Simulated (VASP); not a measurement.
The system is LaSc2F.

```
La Sc F
1.0
    -2.11929    2.11929    4.48575
     2.11929   -2.11929    4.48575
     2.11929    2.11929   -4.48575
La Sc F
1 2 1
Cartesian
  0.0000 0.0000 0.0000
  0.0000 0.0000 6.6112
  0.0000 0.0000 2.3603
  0.0000 0.0000 4.4858
```

```yaml
Program: VASP 6.6.1
Task: relaxation of cell and atoms
Functional: PBE
Potentials_or_basis: VASP PAW PBE potentials, release 64 (La, Sc_sv, F)
Cutoff: 600 eV
k_mesh: 6 × 6 × 6
Occupations: gaussian, width 0.1 eV
Spin: no spin polarisation
```

At the start: pressure 11.1 GPa; volume 20.15 Å³/atom.

Problem. Where does the relaxation end?

Solution. Over 10 steps the energy falls by 857.5 meV/atom and the volume is 22.06 Å³/atom (+9.5 %); space group I4/mmm (No. 139, to 0.05 Å).

Step by step:
| step | energy change (eV) | largest force (eV/Å) | pressure (GPa) | volume (Å³) |
| --- | --- | --- | --- | --- |
| 1 | 0.0000 | 4.0992 | 11.06 | 80.59 |
| 2 | -2.7293 | 1.5667 | -2.65 | 96.98 |
| 3 | -2.8763 | 1.0519 | -5.28 | 102.04 |
| 4 | -3.3101 | 0.5424 | -1.58 | 91.65 |
| 5 | -3.3794 | 0.2599 | 1.34 | 86.68 |
| 6 | -3.3797 | 0.2297 | 1.71 | 86.19 |
| 7 | -3.4226 | 0.1333 | 0.64 | 87.48 |
| 8 | -3.4290 | 0.0906 | 0.00 | 88.20 |
| 9 | -3.4290 | 0.0889 | -0.03 | 88.24 |
| 10 | -3.4301 | 0.0305 | 0.04 | 88.25 |

Final structure:
```xyz
4
Lattice="-1.9416 1.9416 5.8520 1.9416 -1.9416 5.8520 1.9416 1.9416 -5.8520" Properties=species:S:1:pos:R:3 pbc="T T T"
La    0.0000    0.0000    0.0000
Sc    0.0000    0.0000    8.1156
Sc    0.0000    0.0000    3.5885
F     0.0000    0.0000    5.8520
```
